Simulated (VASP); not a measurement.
A run of VASP 6.6.1 is set up as follows.

Contents of INCAR:

```
SYSTEM = Tc
  PREC = Accurate
  ENCUT = 520
  EDIFF = 1E-6
  ISMEAR = -1
  SIGMA = 0.1
  LREAL = .FALSE.
  LASPH = .TRUE.
  NELM = 60
  ALGO = Normal
  ISIF = 2
  LWAVE = .FALSE.
  LCHARG = .FALSE.
  NBANDS = 12
```

Contents of KPOINTS:

```
regular mesh
0
G
  9 9 9
  0 0 0
```

File POSCAR:

```
Tc
1.0
    0.0000000000      1.9500000000      1.9500000000
    1.9500000000      0.0000000000      1.9500000000
    1.9500000000      1.9500000000      0.0000000000
Tc
1
Direct
    0.0000000000      0.0000000000      0.0000000000
```

Potentials or basis: VASP PAW LDA potentials, release 64 (Tc_pv).

Command:

```sh
$ cat potpaw_LDA.64/Tc_pv/POTCAR > POTCAR
$ mpirun -np 1 vasp_std > vasp.out
```

Task: Predict the pressure.

Result: -20.0 GPa.
